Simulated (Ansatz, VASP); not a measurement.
## Se: VASP beside Ansatz

Contents of INCAR:

```
SYSTEM = Se
PREC = Accurate ; ENCUT = 520
EDIFF = 1E-7 ; ISMEAR = 0
SIGMA = 0.05 ; LREAL = .FALSE.
LASPH = .TRUE. ; NELM = 100
ALGO = Normal ; ISIF = 2
LWAVE = .FALSE. ; LCHARG = .FALSE.
GGA = PE ; IVDW = 12
NBANDS = 16
```

The input KPOINTS:

```
Automatic mesh
0
G
  12 12 8
  0 0 0
```

Contents of POSCAR:

```
Se
1.0
    4.2349621168      0.0000000000      0.0000000000
   -2.1174810584      3.6675847772      0.0000000000
    0.0000000000      0.0000000000      4.7317231731
Se
3
Direct
    0.2473450684      0.0000000000      0.3333333333
    0.0000000000      0.2473450684      0.6666666667
    0.7526549316      0.7526549316      0.0000000000
```

Input for Ansatz:

```yaml
crystal:
  lattice:
    - [4.2349621168, 0.0, 0.0]
    - [-2.1174810584, 3.6675847772, 0.0]
    - [0.0, 0.0, 4.7317231731]
  atoms:
    - { symbol: Se, position: [0.2473450684, 0.0, 0.3333333333] }
    - { symbol: Se, position: [0.0, 0.2473450684, 0.6666666667] }
    - { symbol: Se, position: [0.7526549316, 0.7526549316, 0.0] }
basis:
  ecutwfc: 420
kpoints:
  mp_grid: { grid: [12, 12, 8] }
hamiltonian:
  xc: pbe
  dispersion: d3bj
scf:
  occupations: { method: gaussian, width: 0.05 }
output:
  forces: true
  stress: true
  eigenvalues: true
```

Alike in both runs: task single point; functional PBE; dispersion D3(BJ); k mesh 12 × 12 × 8; occupations gaussian, width 0.05 eV; no spin polarisation.

```csv
,VASP,Ansatz
version,VASP 6.6.1,Ansatz 0.2.0
potentials or method,"VASP PAW PBE potentials, release 64 (Se), cutoff 520 eV","scalar-relativistic, plane waves, PAW"
valence electrons in the cell,18,48
```

Ansatz gave:

| Item | Value |
| --- | --- |
| gap on the k mesh at the Fermi level (eV) | 0.34 |
| least direct gap on the mesh (eV) | 1.42 |
| pressure (GPa) | 2.3 |
| traceless stress, the component that is largest in VASP (GPa) | 2.99 |
| rms of the force components (eV/Å) | 0.063 |

Problem. What did VASP give for the same quantities?

Solution. gap on the k mesh at the Fermi level (eV): 0.34; least direct gap on the mesh (eV): 1.41; pressure (GPa): 2.4; traceless stress, the component that is largest in VASP (GPa): 3.02; rms of the force components (eV/Å): 0.079.

Atom by atom the forces differ by 0.016 eV/Å (rms over components). VASP's potentials hold 18 valence electrons a cell and Ansatz's 48, so a difference there can come from the potentials and not from the codes.
